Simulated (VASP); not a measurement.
Wanted: the native input for a VASP 6.6.1 run.

```
Task                   : relaxation of cell and atoms
Functional             : PBE
Potentials or basis    : VASP PAW PBE potentials, release 64 (Os, C)
Cutoff                 : 600 eV
k mesh                 : 8 × 8 × 8
Occupations            : gaussian, width 0.02 eV
Spin                   : no spin polarisation
Dipole correction      : no
Further INCAR settings : ALGO = Normal; EDIFF = 1e-07; IBRION = 2; EDIFFG = -0.01; NSW = 100; ISIF = 3
```

The structure of OsC6 lies in POSCAR:

```
OsC6
1.0
    0.0000000000      3.2014569618      3.2014569618
    3.2014569618      0.0000000000      3.2014569618
    3.2014569618      3.2014569618      0.0000000000
Os C
1 6
Direct
    0.0000000000      0.0000000000      0.0000000000
    0.3222369922      0.6777630078      0.6777630078
    0.6777630078      0.3222369922      0.3222369922
    0.6777630078      0.3222369922      0.6777630078
    0.3222369922      0.6777630078      0.3222369922
    0.6777630078      0.6777630078      0.3222369922
    0.3222369922      0.3222369922      0.6777630078
```

These files were run (other wordings do the same):

INCAR

```
  PREC = Accurate
  ENCUT = 600
  EDIFF = 1E-7
  ISMEAR = 0
  SIGMA = 0.02
  LREAL = False
  LASPH = True
  NELM = 80
  ALGO = Normal
  ISIF = 3
  LWAVE = False
  LCHARG = False
  GGA = PE
  IBRION = 2
  NSW = 100
  EDIFFG = -0.01
```

KPOINTS

```
regular mesh
0
Gamma
  8 8 8
```

Potentials or basis: VASP PAW PBE potentials, release 64 (Os, C).

Launch:

```sh
$ cat potpaw_PBE.64/Os/POTCAR potpaw_PBE.64/C/POTCAR > POTCAR
$ mpirun -np 1 vasp_std > vasp.out
```

Results of the run:

The relaxed volume is 9.40 Å³/atom. The relaxed cell is a = 4.532 Å, b = 4.532 Å, c = 4.532 Å, α = 60.00°, β = 60.00°, γ = 60.00°, the space group after relaxing (to 0.05 Å) is Fm-3m (No. 225) and the energy gained by relaxing is 0.1 meV/atom. The ionic steps are 5 and the pressure after relaxing is 0.0 GPa. The band gap on the k mesh is 0.96 eV, direct.

Caveat: spin-orbit coupling is left out, which moves the levels of the heavy elements.

Wall time 3 min on 1 thread of Intel(R) Xeon(R) Platinum 8259CL CPU @ 2.50GHz (Skylake/Cascade Lake) (shared host), peak memory 0.23 GiB.
